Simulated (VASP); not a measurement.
Here is a VASP 6.6.1 calculation.

INCAR

```
SYSTEM = Te2Mo
PREC = Accurate
ENCUT = 520
EDIFF = 1E-7
ISMEAR = 0
SIGMA = 0.02
LREAL = .False.
LASPH = .True.
NELM = 80
ALGO = Normal
ISIF = 2
LWAVE = .False.
LCHARG = .False.
GGA = PE
NBANDS = 35
```

The input KPOINTS:

```
regular mesh
0
Gamma
  12 12 2
  0 0 0
```

POSCAR

```
Te2Mo
1.0
    3.5566632329      0.0000000000      0.0000000000
   -1.7783316164      3.0801607124      0.0000000000
    0.0000000000      0.0000000000     15.3316110181
Te Mo
4 2
Direct
    0.3333333333      0.6666666667      0.6320701722
    0.6666666667      0.3333333333      0.1320701722
    0.6666666667      0.3333333333      0.3679298278
    0.3333333333      0.6666666667      0.8679298278
    0.3333333333      0.6666666667      0.2500000000
    0.6666666667      0.3333333333      0.7500000000
```

Potentials or basis: VASP PAW PBE potentials, release 64 (Te, Mo_sv).

The run is started by

```bash
$ cat potpaw_PBE.64/Te/POTCAR potpaw_PBE.64/Mo_sv/POTCAR > POTCAR
$ mpirun -np 1 vasp_std > vasp.out
```

(1) Predict the pressure.

(2) What does it give for the band gap on the k mesh?

(3) Predict the largest force.

Results:

(1) 0.0 GPa.

(2) 1.02 eV (least direct gap 1.03 eV).

(3) 0.013 eV/Å.

Caveat: spin-orbit coupling is left out, which moves the levels of the heavy elements; this functional lacks dispersion, which binds the layers, so the pressure and a relaxed spacing across them are unreliable.
